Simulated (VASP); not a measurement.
## WC (Qusongite): single point with PBEsol

WC (Qusongite):

```
CELL_PARAMETERS angstrom
2.85723 0.00000 0.00000
-1.42861 2.47443 0.00000
0.00000 0.00000 2.78851
ATOMIC_POSITIONS crystal
W 0.00000 0.00000 0.00000
C 0.66667 0.33333 0.50000
```

```yaml
Program: VASP 6.6.1
Task: single point
Functional: PBEsol
Potentials_or_basis: VASP PAW PBE potentials, release 64 (W_sv, C)
Cutoff: 520 eV
k_mesh: 11 × 11 × 10
Occupations: fermi-dirac, width 0.05 eV
Spin: no spin polarisation
```

```json
{"Pressure": "20.8 GPa", "Band gap on the k mesh": "zero (band 9 reaches 12.34 eV, above the bottom of band 10 at 11.02 eV)"}
```

Stress tensor (GPa, compression positive):
```
19.90  0.00  0.00
 0.00 19.90  0.00
 0.00  0.00 22.54
```

Levels at points of the mesh, in eV from the Fermi level:
```
           k point  band 6  band 7  band 8  band 9  band 10  band 11  band 12  band 13
(0.00, 0.00, 0.00)   -4.72   -3.63   -3.63    0.05     3.39     3.39     5.87     5.87
(0.00, 0.00, 0.50)   -9.09   -2.23   -2.23   -0.74    -0.74     3.83     4.58     4.58
```

Run time: 17 s on 1 thread of Intel Xeon 6975P-C, on a shared host, peak memory 0.16 GiB.

Caveat: the PAW data sets were made with another functional, which shifts forces and pressure a little; spin-orbit coupling is left out, which moves the levels of the heavy elements.
